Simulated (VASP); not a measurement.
# LiCl (Fm-3m) in VASP: single point with PBE

Aim: the single point of LiCl with PBE.

Everything below comes from runs of VASP 6.6.1. Logs are shortened: lines on timing, memory, paths and dates and some standing lists are left out, and cuts for length are marked.

## 1. The cell of the first run

Symmetry: Fm-3m, No. 225, cubic system. Conventional cell: a = 5.140 Å, b = 5.140 Å, c = 5.140 Å, α = 90.00°, β = 90.00°, γ = 90.00°. Within 3.4 Å of Li (site symmetry m-3m) lie 6 Cl at 2.57 Å. Cl (site symmetry m-3m) has 6 Li at 2.57 Å within 3.4 Å.

## 2. Single point, PBE

Contents of INCAR:

```
SYSTEM = LiCl
PREC = Accurate ; ENCUT = 520
EDIFF = 1E-6 ; ISMEAR = 0
SIGMA = 0.05 ; LREAL = .False.
LASPH = .True. ; NELM = 80
ALGO = Normal ; ISIF = 2
LWAVE = .False. ; LCHARG = .False.
GGA = PE ; NBANDS = 12
```

Contents of KPOINTS:

```
Automatic mesh
0
Gamma
  6 6 6
  0 0 0
```

Contents of POSCAR:

```
LiCl
1.0
    0.0000000000      2.5700000000      2.5700000000
    2.5700000000      0.0000000000      2.5700000000
    2.5700000000      2.5700000000      0.0000000000
Li Cl
1 1
Direct
    0.0000000000      0.0000000000      0.0000000000
    0.5000000000      0.5000000000      0.5000000000
```

Potentials or basis: VASP PAW PBE potentials, release 64 (Li_sv, Cl).

Started as:

```bash
> cat potpaw_PBE.64/Li_sv/POTCAR potpaw_PBE.64/Cl/POTCAR > POTCAR
> mpirun -np 1 vasp_std > vasp.out
```

OUTCAR:

```text
SYSTEM = LiCl
   PREC = Accurate
   ENCUT = 520
   EDIFF = 1E-6
   ISMEAR = 0
   LREAL = .False.
   LASPH = .True.
   NELM = 80
   ISIF = 2
   GGA = PE

 ion  position               nearest neighbor table
   1  0.000  0.000  0.000-   2 2.57   2 2.57   2 2.57   2 2.57   2 2.57   2 2.57
   2  0.500  0.500  0.500-   1 2.57   1 2.57   1 2.57   1 2.57   1 2.57   1 2.57

  LATTYP: Found a face centered cubic cell.
 ALAT       =     5.1400000000

  Lattice vectors:

 A1 = (   0.0000000000,   2.5700000000,   2.5700000000)
 A2 = (   2.5700000000,   0.0000000000,   2.5700000000)
 A3 = (   2.5700000000,   2.5700000000,   0.0000000000)

Analysis of symmetry for initial positions (statically):
=====================================================================
 Subroutine PRICEL returns:
 Original cell was already a primitive cell.

 Routine SETGRP: Setting up the symmetry group for a
 face centered cubic supercell.

 Subroutine GETGRP returns: Found 48 space group operations
 (whereof 48 operations were pure point group operations)
 out of a pool of 48 trial point group operations.

The static configuration has the point symmetry O_h .

Analysis of symmetry for dynamics (positions and initial velocities):
=====================================================================
 Subroutine PRICEL returns:
 Original cell was already a primitive cell.

 Routine SETGRP: Setting up the symmetry group for a
 face centered cubic supercell.

 Subroutine GETGRP returns: Found 48 space group operations
 (whereof 48 operations were pure point group operations)
 out of a pool of 48 trial point group operations.

The dynamic configuration has the point symmetry O_h .

 Subroutine INISYM returns: Found 48 space group operations
 (whereof 48 operations are pure point group operations),
 and found     1 'primitive' translations

----------------------------------------------------------------------------------------

                                     Primitive cell

  volume of cell :      33.9492

  direct lattice vectors                    reciprocal lattice vectors
     0.000000000  2.570000000  2.570000000    -0.194552529  0.194552529  0.194552529
     2.570000000  0.000000000  2.570000000     0.194552529 -0.194552529  0.194552529
     2.570000000  2.570000000  0.000000000     0.194552529  0.194552529 -0.194552529

  length of vectors
     3.634528855  3.634528855  3.634528855     0.336974865  0.336974865  0.336974865

  position of ions in fractional coordinates (direct lattice)
     0.000000000  0.000000000  0.000000000
     0.500000000  0.500000000  0.500000000

  ion indices of the primitive-cell ions
   primitive index   ion index
                 1           1
                 2           2

----------------------------------------------------------------------------------------

 KPOINTS: Automatic mesh

Automatic generation of k-mesh.
 Grid dimensions read from file:
 generate k-points for:    6    6    6

 Generating k-lattice:

  Cartesian coordinates                     Fractional coordinates (reciprocal lattice)
    -0.032425422  0.032425422  0.032425422     0.166666667  0.000000000  0.000000000
     0.032425422 -0.032425422  0.032425422     0.000000000  0.166666667  0.000000000
     0.032425422  0.032425422 -0.032425422     0.000000000  0.000000000  0.166666667

  Length of vectors
     0.056162478  0.056162478  0.056162478

  Shift w.r.t. Gamma in fractional coordinates (k-lattice)
     0.000000000  0.000000000  0.000000000

 Subroutine IBZKPT returns following result:
 ===========================================

 Found     16 irreducible k-points:

 Following reciprocal coordinates:
            Coordinates               Weight
  0.000000  0.000000  0.000000      1.000000
  0.166667  0.000000  0.000000      8.000000
  0.333333  0.000000  0.000000      8.000000
  0.500000  0.000000  0.000000      4.000000
  0.166667  0.166667  0.000000      6.000000
  0.333333  0.166667  0.000000     24.000000
[... 8 lines left out ...]
 -0.333333  0.333333  0.166667     24.000000
 -0.333333  0.500000  0.166667     12.000000
   k-points           NKPTS =     16   k-points in BZ     NKDIM =     16   number of bands    NBANDS=     12
   number of dos      NEDOS =    301   number of ions     NIONS =      2
   total plane-waves  NPLWV =  21952
   dimension x,y,z NGX =    28 NGY =   28 NGZ =   28
   dimension x,y,z NGXF=    56 NGYF=   56 NGZF=   56
   ions per type =               1   1
   NGX,Y,Z   is equivalent  to a cutoff of  12.81, 12.81, 12.81 a.u.
   NGXF,Y,Z  is equivalent  to a cutoff of  25.61, 25.61, 25.61 a.u.
 SYSTEM =  LiCl
   PREC   = accura    normal or accurate (medium, high low for compatibility)
   ISTART =      0    job   : 0-new  1-cont  2-samecut
   ICHARG =      2    charge: 1-file 2-atom 10-const
   ISPIN  =      1    spin polarized calculation?
   LNONCOLLINEAR =      F non collinear calculations
   LSORBIT =      F    spin-orbit coupling
   LASPH  =      T    aspherical Exc in radial PAW
   ENCUT  =  520.0 eV  38.22 Ry    6.18 a.u.   6.76  6.76  6.76*2*pi/ulx,y,z
   NELM   =     80;   NELMIN=  2; NELMDL= -5     # of ELM steps
   EDIFF  = 0.1E-05   stopping-criterion for ELM
   LREAL  =      F    real-space projection
   EDIFFG = 0.1E-04   stopping-criterion for IOM
   NSW    =      0    number of steps for IOM
   IBRION =     -1    ionic relax: 0-MD 1-quasi-New 2-CG
   NFREE  =      0    steps in history (QN), initial steepest desc. (CG)
   ISIF   =      2    stress and relaxation
   ISYM   =      2    0-nonsym 1-usesym 2-fastsym
   POTIM  = 0.5000    time-step for ionic-motion
   TEBEG  =    0.0;   TEEND  =   0.0 temperature during run
   PSTRESS=    0.0 pullay stress
   NELECT =      10.0000    total number of electrons
   NUPDOWN=      -1.0000    fix difference up-down
   EMIN   =  10.00;   EMAX   =-10.00  energy-range for DOS
   EFERMI =   0.00;   METHOD = LEGACY
   ISMEAR =     0;   SIGMA  =   0.05  broadening in eV -4-tet -1-fermi 0-gaus
   EFERMI_NEDOS =   21; number of points for ismear=-14 and -15
   IALGO  =     38    algorithm
   IMIX   =      4    mixing-type and parameters
     AMIX     =   0.40;   BMIX     =  1.00
     AMIX_MAG =   1.60;   BMIX_MAG =  1.00
  volume/ion in A,a.u.               =      16.97       114.55
  Fermi-wavevector in a.u.,A,eV,Ry     =   1.089260  2.058404 16.143152  1.186488
  Thomas-Fermi vector in A             =   2.225460
   LORBIT       =      0    0 simple, 1 ext, 2 COOP (PROOUT), +10 PAW based schemes
   GGA     = PE    functional components
   LHFCALC =     F    Hartree Fock is set to
   AEXX    =    0.0000 exact exchange contribution
   IVDW    =     0    specifies the selected vdW correction
   LEPSILON=     F    determine dielectric tensor
   LRPA    =     F    only Hartree local field effects (RPA)
 non-spin polarized calculation
 Gauss-broadening in eV      SIGMA  =   0.05
  energy-cutoff  :      520.00
  volume of cell :       33.95
 maximum number of plane-waves:       941
   NGX = 13   NGY = 13   NGZ = 13

 number of electron      10.0000007 magnetization

 Free energy of the ion-electron system (eV)
  ---------------------------------------------------
  ext. energy  EPLUGINS =         0.00000000
  ---------------------------------------------------
  free energy    TOTEN  =        -7.38601681 eV

  energy without entropy =       -7.38601681  energy(sigma->0) =       -7.38601681

 E-fermi :   0.7823     XC(G=0):  -8.7044

 val. band max:        0.5338579859   @ k =   0.0000   0.0000   0.0000
 cond. band min:       6.8387626126   @ k =   0.0000   0.0000   0.0000
 fundamental gap:      6.3049046266
 Fermi energy:         0.7823029323

 k-point     1 :       0.0000    0.0000    0.0000
  band No.  band energies     occupation
      1     -42.9998      2.00000
      2     -12.8413      2.00000
      3       0.5339      2.00000
      4       0.5339      2.00000
      5       0.5339      2.00000
      6       6.8388      0.00000
      7      12.4671      0.00000
      8      12.4671      0.00000
      9      12.4671      0.00000
     10      15.0254      0.00000
     11      15.0254      0.00000
     12      15.0254      0.00000

 k-point     2 :       0.1667    0.0000    0.0000
  band No.  band energies     occupation
      1     -42.9991      2.00000
      2     -12.7128      2.00000
      3      -0.3176      2.00000
      4       0.4655      2.00000
      5       0.4655      2.00000
      6       7.5271      0.00000
      7      11.4366      0.00000
      8      12.0272      0.00000
      9      12.0273      0.00000
     10      13.7150      0.00000
     11      13.7150      0.00000
     12      15.6721      0.00000

 k-point     3 :       0.3333    0.0000    0.0000
  band No.  band energies     occupation
      1     -42.9978      2.00000
      2     -12.4334      2.00000
      3      -1.6666      2.00000
      4       0.3391      2.00000
      5       0.3391      2.00000
      6       7.5849      0.00000
      7      10.5702      0.00000
      8      10.5702      0.00000
      9      12.2103      0.00000
     10      15.5973      0.00000
     11      15.5973      0.00000
     12      16.4806      0.00000
[... 166 lines left out ...]
 k-point    15 :      -0.3333    0.3333    0.1667
  band No.  band energies     occupation
      1     -42.9965      2.00000
      2     -12.1088      2.00000
      3      -1.8070      2.00000
      4      -1.1783      2.00000
      5      -0.2418      2.00000
      6       9.4340      0.00000
      7       9.8732      0.00000
      8      11.4635      0.00000
      9      11.6590      0.00000
     10      15.7127      0.00000
     11      16.5228      0.00000
     12      18.9302      0.00000

 k-point    16 :      -0.3333    0.5000    0.1667
  band No.  band energies     occupation
      1     -42.9963      2.00000
      2     -12.0462      2.00000
      3      -1.9682      2.00000
      4      -1.1009      2.00000
      5      -0.5245      2.00000
      6       9.2567      0.00000
      7       9.9346      0.00000
      8      11.8501      0.00000
      9      11.9323      0.00000
     10      15.4198      0.00000
     11      17.7142      0.00000
     12      19.1475      0.00000

------------------------ aborting loop because EDIFF is reached ----------------------------------------

  FORCE on cell =-STRESS in cart. coord.  units (eV):
  Direction    XX          YY          ZZ          XY          YZ          ZX
  --------------------------------------------------------------------------------------
  -------------------------------------------------------------------------------------
  Total        0.0218564      0.0218564      0.0218564     -0.0000000      0.0000000      0.0000000
  in kB        1.0314769      1.0314769      1.0314769     -0.0000000      0.0000000      0.0000000
  external PRESSURE =       1.0314769 kB  Pullay stress =       0.0000000 kB

 VOLUME and BASIS-vectors are now :
 -----------------------------------------------------------------------------
  energy-cutoff  :      520.00
  volume of cell :       33.95
      direct lattice vectors                 reciprocal lattice vectors
     0.000000000  2.570000000  2.570000000    -0.194552529  0.194552529  0.194552529
     2.570000000  0.000000000  2.570000000     0.194552529 -0.194552529  0.194552529
     2.570000000  2.570000000  0.000000000     0.194552529  0.194552529 -0.194552529

 POSITION                                       TOTAL-FORCE (eV/Angst)
 -----------------------------------------------------------------------------------
      0.00000      0.00000      0.00000         0.000000      0.000000      0.000000
      2.57000      2.57000      2.57000        -0.000000     -0.000000     -0.000000
 -----------------------------------------------------------------------------------
    total drift:                                0.000000      0.000000      0.000000

  FREE ENERGIE OF THE ION-ELECTRON SYSTEM (eV)
  ---------------------------------------------------
  free  energy   TOTEN  =        -7.3860168121 eV

  energy  without entropy=       -7.3860168121  energy(sigma->0) =       -7.38601681
```

It took 4.7 s on 1 thread of Intel Xeon 6975P-C (Granite Rapids), shared host; peak memory 0.14 GiB.

What came out:

| Item | Value |
| --- | --- |
| Free energy | -7.3860 eV |
| Band gap on the k mesh | 6.30 eV, direct |

Caveat: the cutoff is under 1.25 times the usual one of these potentials, so pressure, stress and relaxed cells hold a basis-set (Pulay) error. A k mesh can miss the band edges.
